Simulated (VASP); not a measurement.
# InSb3 (Fm-3m) in VASP: settings compared

The runs below take InSb3 through single point, with PBE, LDA.

Program: VASP 6.6.1. These are calculated values, not measurements. Logs are shortened: lines on timing, memory, paths and dates and some standing lists are left out, and cuts for length are marked.

### 1 The cell of the first run

It takes space group Fm-3m (No. 225, cubic). Conventional cell: a = 7.589 Å, b = 7.589 Å, c = 7.589 Å, α = 90.00°, β = 90.00°, γ = 90.00°. Sb (site symmetry m-3m) has 8 Sb at 3.29 Å and 6 In at 3.79 Å within 4.3 Å. Within 4.3 Å of Sb (site symmetry -43m) lie 4 In at 3.29 Å and 10 Sb at 3.29 to 3.79 Å. In (site symmetry m-3m) has 14 Sb at 3.29 to 3.79 Å within 4.3 Å.

### 2 Single point, PBE

Contents of INCAR:

```
SYSTEM = InSb3
PREC = Accurate
ENCUT = 500
EDIFF = 1E-6
ISMEAR = -1
SIGMA = 0.05
LREAL = .False.
LASPH = .True.
NELM = 120
ALGO = Normal
ISIF = 2
LWAVE = .False.
LCHARG = .False.
GGA = PE
NBANDS = 22
GGA_COMPAT = .False.
```

Contents of KPOINTS:

```
Automatic mesh
0
Gamma
  6 6 6
  0 0 0
```

Contents of POSCAR:

```
InSb3
1.0
    0.0000000000      3.7945550000      3.7945550000
    3.7945550000      0.0000000000      3.7945550000
    3.7945550000      3.7945550000      0.0000000000
Sb In
3 1
Direct
    0.5000000000      0.5000000000      0.5000000000
    0.7500000000      0.7500000000      0.7500000000
    0.2500000000      0.2500000000      0.2500000000
    0.0000000000      0.0000000000      0.0000000000
```

Potentials or basis: VASP PAW PBE potentials, release 64 (Sb, In_d).

Started as:

```
$ cat potpaw_PBE.64/Sb/POTCAR potpaw_PBE.64/In_d/POTCAR > POTCAR
$ mpirun -np 1 vasp_std > vasp.out
```

OUTCAR:

```text
SYSTEM = InSb3
   PREC = Accurate
   ENCUT = 500
   EDIFF = 1E-6
   ISMEAR = -1
   LREAL = .False.
   LASPH = .True.
   NELM = 120
   ISIF = 2
   GGA = PE

 ion  position               nearest neighbor table
   1  0.500  0.500  0.500-   2 3.29   3 3.29   3 3.29   3 3.29   3 3.29   2 3.29   2 3.29   2 3.29
                             4 3.79   4 3.79   4 3.79   4 3.79   4 3.79   4 3.79
   2  0.750  0.750  0.750-   1 3.29   4 3.29   1 3.29   1 3.29   1 3.29   4 3.29   4 3.29   4 3.29

   3  0.250  0.250  0.250-   1 3.29   4 3.29   4 3.29   4 3.29   4 3.29   1 3.29   1 3.29   1 3.29

   4  0.000  0.000  0.000-   2 3.29   3 3.29   2 3.29   2 3.29   2 3.29   3 3.29   3 3.29   3 3.29
                             1 3.79   1 3.79   1 3.79   1 3.79   1 3.79   1 3.79

  LATTYP: Found a face centered cubic cell.
 ALAT       =     7.5891100000

  Lattice vectors:

 A1 = (   0.0000000000,   3.7945550000,   3.7945550000)
 A2 = (   3.7945550000,   0.0000000000,   3.7945550000)
 A3 = (   3.7945550000,   3.7945550000,   0.0000000000)

Analysis of symmetry for initial positions (statically):
=====================================================================
 Subroutine PRICEL returns:
 Original cell was already a primitive cell.

 Routine SETGRP: Setting up the symmetry group for a
 face centered cubic supercell.

 Subroutine GETGRP returns: Found 48 space group operations
 (whereof 48 operations were pure point group operations)
 out of a pool of 48 trial point group operations.

The static configuration has the point symmetry O_h .

Analysis of symmetry for dynamics (positions and initial velocities):
=====================================================================
 Subroutine PRICEL returns:
 Original cell was already a primitive cell.

 Routine SETGRP: Setting up the symmetry group for a
 face centered cubic supercell.

 Subroutine GETGRP returns: Found 48 space group operations
 (whereof 48 operations were pure point group operations)
 out of a pool of 48 trial point group operations.

The dynamic configuration has the point symmetry O_h .

 Subroutine INISYM returns: Found 48 space group operations
 (whereof 48 operations are pure point group operations),
 and found     1 'primitive' translations

----------------------------------------------------------------------------------------

                                     Primitive cell

  volume of cell :     109.2729

  direct lattice vectors                    reciprocal lattice vectors
     0.000000000  3.794555000  3.794555000    -0.131767757  0.131767757  0.131767757
     3.794555000  0.000000000  3.794555000     0.131767757 -0.131767757  0.131767757
     3.794555000  3.794555000  0.000000000     0.131767757  0.131767757 -0.131767757

  length of vectors
     5.366311144  5.366311144  5.366311144     0.228228449  0.228228449  0.228228449

  position of ions in fractional coordinates (direct lattice)
     0.500000000  0.500000000  0.500000000
     0.750000000  0.750000000  0.750000000
     0.250000000  0.250000000  0.250000000
     0.000000000  0.000000000  0.000000000

  ion indices of the primitive-cell ions
   primitive index   ion index
                 1           1
                 2           2
                 3           3
                 4           4

----------------------------------------------------------------------------------------

 KPOINTS: Automatic mesh

Automatic generation of k-mesh.
 Grid dimensions read from file:
 generate k-points for:    6    6    6

 Generating k-lattice:

  Cartesian coordinates                     Fractional coordinates (reciprocal lattice)
    -0.021961293  0.021961293  0.021961293     0.166666667  0.000000000  0.000000000
     0.021961293 -0.021961293  0.021961293     0.000000000  0.166666667  0.000000000
     0.021961293  0.021961293 -0.021961293     0.000000000  0.000000000  0.166666667

  Length of vectors
     0.038038075  0.038038075  0.038038075

  Shift w.r.t. Gamma in fractional coordinates (k-lattice)
     0.000000000  0.000000000  0.000000000

 Subroutine IBZKPT returns following result:
 ===========================================

 Found     16 irreducible k-points:

 Following reciprocal coordinates:
            Coordinates               Weight
  0.000000  0.000000  0.000000      1.000000
  0.166667  0.000000  0.000000      8.000000
  0.333333  0.000000  0.000000      8.000000
  0.500000  0.000000  0.000000      4.000000
  0.166667  0.166667  0.000000      6.000000
  0.333333  0.166667  0.000000     24.000000
[... 8 lines left out ...]
 -0.333333  0.333333  0.166667     24.000000
 -0.333333  0.500000  0.166667     12.000000
   k-points           NKPTS =     16   k-points in BZ     NKDIM =     16   number of bands    NBANDS=     22
   number of dos      NEDOS =    301   number of ions     NIONS =      4
   total plane-waves  NPLWV =  64000
   dimension x,y,z NGX =    40 NGY =   40 NGZ =   40
   dimension x,y,z NGXF=    80 NGYF=   80 NGZF=   80
   ions per type =               3   1
   NGX,Y,Z   is equivalent  to a cutoff of  12.39, 12.39, 12.39 a.u.
   NGXF,Y,Z  is equivalent  to a cutoff of  24.78, 24.78, 24.78 a.u.
 SYSTEM =  InSb3
   PREC   = accura    normal or accurate (medium, high low for compatibility)
   ISTART =      0    job   : 0-new  1-cont  2-samecut
   ICHARG =      2    charge: 1-file 2-atom 10-const
   ISPIN  =      1    spin polarized calculation?
   LNONCOLLINEAR =      F non collinear calculations
   LSORBIT =      F    spin-orbit coupling
   LASPH  =      T    aspherical Exc in radial PAW
   ENCUT  =  500.0 eV  36.75 Ry    6.06 a.u.   9.78  9.78  9.78*2*pi/ulx,y,z
   NELM   =    120;   NELMIN=  2; NELMDL= -5     # of ELM steps
   EDIFF  = 0.1E-05   stopping-criterion for ELM
   LREAL  =      F    real-space projection
   EDIFFG = 0.1E-04   stopping-criterion for IOM
   NSW    =      0    number of steps for IOM
   IBRION =     -1    ionic relax: 0-MD 1-quasi-New 2-CG
   NFREE  =      0    steps in history (QN), initial steepest desc. (CG)
   ISIF   =      2    stress and relaxation
   ISYM   =      2    0-nonsym 1-usesym 2-fastsym
   POTIM  = 0.5000    time-step for ionic-motion
   TEBEG  =    0.0;   TEEND  =   0.0 temperature during run
   PSTRESS=    0.0 pullay stress
   NELECT =      28.0000    total number of electrons
   NUPDOWN=      -1.0000    fix difference up-down
   EMIN   =  10.00;   EMAX   =-10.00  energy-range for DOS
   EFERMI =   0.00;   METHOD = LEGACY
   ISMEAR =    -1;   SIGMA  =   0.05  broadening in eV -4-tet -1-fermi 0-gaus
   EFERMI_NEDOS =   21; number of points for ismear=-14 and -15
   IALGO  =     38    algorithm
   IMIX   =      4    mixing-type and parameters
     AMIX     =   0.40;   BMIX     =  1.00
     AMIX_MAG =   1.60;   BMIX_MAG =  1.00
  volume/ion in A,a.u.               =      27.32       184.35
  Fermi-wavevector in a.u.,A,eV,Ry     =   1.039816  1.964968 14.710866  1.081218
  Thomas-Fermi vector in A             =   2.174364
   LORBIT       =      0    0 simple, 1 ext, 2 COOP (PROOUT), +10 PAW based schemes
   GGA     = PE    functional components
   LHFCALC =     F    Hartree Fock is set to
   AEXX    =    0.0000 exact exchange contribution
   IVDW    =     0    specifies the selected vdW correction
   LEPSILON=     F    determine dielectric tensor
   LRPA    =     F    only Hartree local field effects (RPA)
 non-spin polarized calculation
  energy-cutoff  :      500.00
  volume of cell :      109.27
 maximum number of plane-waves:      2798
   NGX = 19   NGY = 19   NGZ = 19

 number of electron      27.9999991 magnetization

 Free energy of the ion-electron system (eV)
  ---------------------------------------------------
  ext. energy  EPLUGINS =         0.00000000
  ---------------------------------------------------
  free energy    TOTEN  =       -14.24679534 eV

  energy without entropy =      -14.21592613  energy(sigma->0) =      -14.23136073

 E-fermi :   8.0992     XC(G=0): -10.1369

 val. band max:        7.9804146360   @ k =   0.5000   0.3333   0.0000
 cond. band min:       8.1419628682   @ k =   0.3333   0.1667   0.0000
 fundamental gap:      0.1615482322
 Fermi energy:         8.0992461824

 k-point     1 :       0.0000    0.0000    0.0000
  band No.  band energies     occupation
      1      -6.6172      2.00000
      2      -6.6172      2.00000
      3      -6.6172      2.00000
      4      -6.5871      2.00000
      5      -6.5871      2.00000
      6      -4.2492      2.00000
[... 14 lines left out ...]
     21      14.6795      0.00000
     22      14.6795      0.00000

 k-point     2 :       0.1667    0.0000    0.0000
  band No.  band energies     occupation
      1      -6.6205      2.00000
      2      -6.6157      2.00000
      3      -6.6157      2.00000
      4      -6.5876      2.00000
      5      -6.5876      2.00000
      6      -4.0445      2.00000
[... 14 lines left out ...]
     21      13.0806      0.00000
     22      14.1789      0.00000

 k-point     3 :       0.3333    0.0000    0.0000
  band No.  band energies     occupation
      1      -6.6279      2.00000
      2      -6.6131      2.00000
      3      -6.6131      2.00000
      4      -6.5881      2.00000
      5      -6.5881      2.00000
      6      -3.4489      2.00000
[... 14 lines left out ...]
     21      12.5046      0.00000
     22      14.1659      0.00000
[... 276 lines left out ...]
 k-point    15 :      -0.3333    0.3333    0.1667
  band No.  band energies     occupation
      1      -6.6255      2.00000
      2      -6.6208      2.00000
      3      -6.6072      2.00000
      4      -6.5939      2.00000
      5      -6.5875      2.00000
      6      -2.2492      2.00000
[... 14 lines left out ...]
     21      12.9688      0.00000
     22      15.5836      0.00000

 k-point    16 :      -0.3333    0.5000    0.1667
  band No.  band energies     occupation
      1      -6.6323      2.00000
      2      -6.6148      2.00000
      3      -6.6054      2.00000
      4      -6.5968      2.00000
      5      -6.5864      2.00000
      6      -1.7993      2.00000
[... 14 lines left out ...]
     21      12.3662      0.00000
     22      14.7582      0.00000

------------------------ aborting loop because EDIFF is reached ----------------------------------------

  FORCE on cell =-STRESS in cart. coord.  units (eV):
  Direction    XX          YY          ZZ          XY          YZ          ZX
  --------------------------------------------------------------------------------------
  -------------------------------------------------------------------------------------
  Total       -0.1807082     -0.1807082     -0.1807082      0.0000000      0.0000000     -0.0000000
  in kB       -2.6495726     -2.6495726     -2.6495726      0.0000000      0.0000000     -0.0000000
  external PRESSURE =      -2.6495726 kB  Pullay stress =       0.0000000 kB

 VOLUME and BASIS-vectors are now :
 -----------------------------------------------------------------------------
  energy-cutoff  :      500.00
  volume of cell :      109.27
      direct lattice vectors                 reciprocal lattice vectors
     0.000000000  3.794555000  3.794555000    -0.131767757  0.131767757  0.131767757
     3.794555000  0.000000000  3.794555000     0.131767757 -0.131767757  0.131767757
     3.794555000  3.794555000  0.000000000     0.131767757  0.131767757 -0.131767757

 POSITION                                       TOTAL-FORCE (eV/Angst)
 -----------------------------------------------------------------------------------
      3.79455      3.79455      3.79455        -0.000000     -0.000000      0.000000
      5.69183      5.69183      5.69183         0.000000      0.000000      0.000000
      1.89728      1.89728      1.89728        -0.000000     -0.000000     -0.000000
      0.00000      0.00000      0.00000        -0.000000     -0.000000      0.000000
 -----------------------------------------------------------------------------------
    total drift:                               -0.000000      0.000000      0.000000

  FREE ENERGIE OF THE ION-ELECTRON SYSTEM (eV)
  ---------------------------------------------------
  free  energy   TOTEN  =       -14.2467953375 eV

  energy  without entropy=      -14.2159261262  energy(sigma->0) =      -14.23136073
```

It used 120 s of CPU time on 1 thread of AMD EPYC 7R13 Processor (Zen 3) (shared host).

What came out:

```
Free energy            : -14.2468 eV
Pressure               : -0.3 GPa
Band gap on the k mesh : zero (band 14 reaches 9.05 eV, above the bottom of band 15 at 5.63 eV)
```

Levels at points of the mesh, in eV from the Fermi level:
| k point | band 10 | band 11 | band 12 | band 13 | band 14 | band 15 | band 16 | band 17 | band 18 | band 19 |
| --- | --- | --- | --- | --- | --- | --- | --- | --- | --- | --- |
| (0.00, 0.00, 0.00) | -2.58 | -2.58 | -2.49 | -2.49 | -2.49 | -2.47 | -0.81 | -0.81 | -0.81 | 3.35 |
| (0.50, 0.00, 0.00) | -3.53 | -3.53 | -2.72 | -2.72 | -0.36 | -0.22 | 1.81 | 1.81 | 2.93 | 2.93 |
| (0.50, 0.50, 0.00) | -5.17 | -5.17 | 0.23 | 0.80 | 0.80 | 1.12 | 1.61 | 1.68 | 1.68 | 3.98 |

Caveat: spin-orbit coupling is left out, which moves the levels of the heavy elements.

### 3 Single point, PBE

This run uses another cell than the first one, of 28.41 Å³/atom, 1.040 times its volume.

Contents of INCAR:

```
SYSTEM = InSb3
  PREC = Accurate
  ENCUT = 520
  EDIFF = 1E-6
  ISMEAR = -1
  SIGMA = 0.05
  LREAL = .False.
  LASPH = .True.
  NELM = 60
  ALGO = Normal
  ISIF = 2
  LWAVE = .False.
  LCHARG = .True.
  GGA = PE
  LELF = .True.
  LVHAR = .True.
  NBANDS = 22
```

KPOINTS is that of step 2.

Contents of POSCAR:

```
InSb3
1.0
    0.0000000000      3.8444890816      3.8444890816
    3.8444890816      0.0000000000      3.8444890816
    3.8444890816      3.8444890816      0.0000000000
Sb In
3 1
Direct
    0.5000000000      0.5000000000      0.5000000000
    0.7500000000      0.7500000000      0.7500000000
    0.2500000000      0.2500000000      0.2500000000
    0.0000000000      0.0000000000      0.0000000000
```

Potentials or basis: VASP PAW PBE potentials, release 64 (Sb, In_d).

Started as:

```
$ cat potpaw_PBE.64/Sb/POTCAR potpaw_PBE.64/In_d/POTCAR > POTCAR
$ mpirun -np 1 vasp_std > vasp.out
```

OUTCAR:

```text
SYSTEM = InSb3
   PREC = Accurate
   ENCUT = 520
   EDIFF = 1E-6
   ISMEAR = -1
   LREAL = .False.
   LASPH = .True.
   NELM = 60
   ISIF = 2
   GGA = PE

 ion  position               nearest neighbor table
   1  0.500  0.500  0.500-   3 3.33   3 3.33   3 3.33   2 3.33   3 3.33   2 3.33   2 3.33   2 3.33
                             4 3.84   4 3.84   4 3.84   4 3.84   4 3.84   4 3.84
   2  0.750  0.750  0.750-   1 3.33   1 3.33   1 3.33   1 3.33   4 3.33   4 3.33   4 3.33   4 3.33

   3  0.250  0.250  0.250-   4 3.33   4 3.33   4 3.33   1 3.33   4 3.33   1 3.33   1 3.33   1 3.33

   4  0.000  0.000  0.000-   2 3.33   2 3.33   2 3.33   2 3.33   3 3.33   3 3.33   3 3.33   3 3.33
                             1 3.84   1 3.84   1 3.84   1 3.84   1 3.84   1 3.84

  LATTYP: Found a face centered cubic cell.
 ALAT       =     7.6889781632

  Lattice vectors:

 A1 = (   0.0000000000,   3.8444890816,   3.8444890816)
 A2 = (   3.8444890816,   0.0000000000,   3.8444890816)
 A3 = (   3.8444890816,   3.8444890816,   0.0000000000)

Analysis of symmetry for initial positions (statically):
[... 166 lines left out ...]

 E-fermi :   7.5997     XC(G=0):  -9.9626

 val. band max:        7.5147507864   @ k =   0.5000   0.3333   0.0000
 cond. band min:       7.6028927699   @ k =   0.5000   0.1667   0.0000
 fundamental gap:      0.0881419835
 Fermi energy:         7.5997422790

 k-point     1 :       0.0000    0.0000    0.0000
  band No.  band energies     occupation
      1      -7.0568      2.00000
      2      -7.0568      2.00000
      3      -7.0568      2.00000
      4      -7.0308      2.00000
      5      -7.0308      2.00000
      6      -4.4524      2.00000
[... 389 lines left out ...]
     21      11.7883      0.00000
     22      14.2183      0.00000

------------------------ aborting loop because EDIFF is reached ----------------------------------------

  FORCE on cell =-STRESS in cart. coord.  units (eV):
  Direction    XX          YY          ZZ          XY          YZ          ZX
  --------------------------------------------------------------------------------------
  -------------------------------------------------------------------------------------
  Total       -1.4420016     -1.4420016     -1.4420016     -0.0000000      0.0000000     -0.0000000
  in kB      -20.3296752    -20.3296752    -20.3296752     -0.0000000      0.0000000     -0.0000000
  external PRESSURE =     -20.3296752 kB  Pullay stress =       0.0000000 kB

 VOLUME and BASIS-vectors are now :
 -----------------------------------------------------------------------------
  energy-cutoff  :      520.00
  volume of cell :      113.64
      direct lattice vectors                 reciprocal lattice vectors
     0.000000000  3.844489082  3.844489082    -0.130056293  0.130056293  0.130056293
     3.844489082  0.000000000  3.844489082     0.130056293 -0.130056293  0.130056293
     3.844489082  3.844489082  0.000000000     0.130056293  0.130056293 -0.130056293

 POSITION                                       TOTAL-FORCE (eV/Angst)
 -----------------------------------------------------------------------------------
      3.84449      3.84449      3.84449         0.000000     -0.000000     -0.000000
      5.76673      5.76673      5.76673        -0.000000      0.000000     -0.000000
      1.92224      1.92224      1.92224        -0.000000      0.000000      0.000000
      0.00000      0.00000      0.00000         0.000000     -0.000000     -0.000000
 -----------------------------------------------------------------------------------
    total drift:                               -0.000000      0.000000      0.000000

  FREE ENERGIE OF THE ION-ELECTRON SYSTEM (eV)
  ---------------------------------------------------
  free  energy   TOTEN  =       -14.2149268528 eV

  energy  without entropy=      -14.1831925456  energy(sigma->0) =      -14.19905970
```

stdout:

```text
POSCAR found type information on POSCAR SbIn
 POSCAR found :  2 types and       4 ions
 scaLAPACK will be used
 LDA part: xc-table for (Slater+PW92), standard interpolation
 POSCAR, INCAR and KPOINTS ok, starting setup
 FFT: planning ... GRIDC
 FFT: planning ... GRID_SOFT
 FFT: planning ... GRID
 WAVECAR not read
 entering main loop
```

It took 17 s on 1 thread of Intel Xeon 6975P-C (Granite Rapids), shared host; peak memory 0.25 GiB.

Results:

| Quantity | Value |
| --- | --- |
| Free energy | -14.2149 eV |
| Pressure | -2.0 GPa |
| Band gap on the k mesh | zero (band 14 reaches 8.52 eV, above the bottom of band 15 at 5.24 eV) |

Caveat: spin-orbit coupling is left out, which moves the levels of the heavy elements.

[end of part 1 of 2]
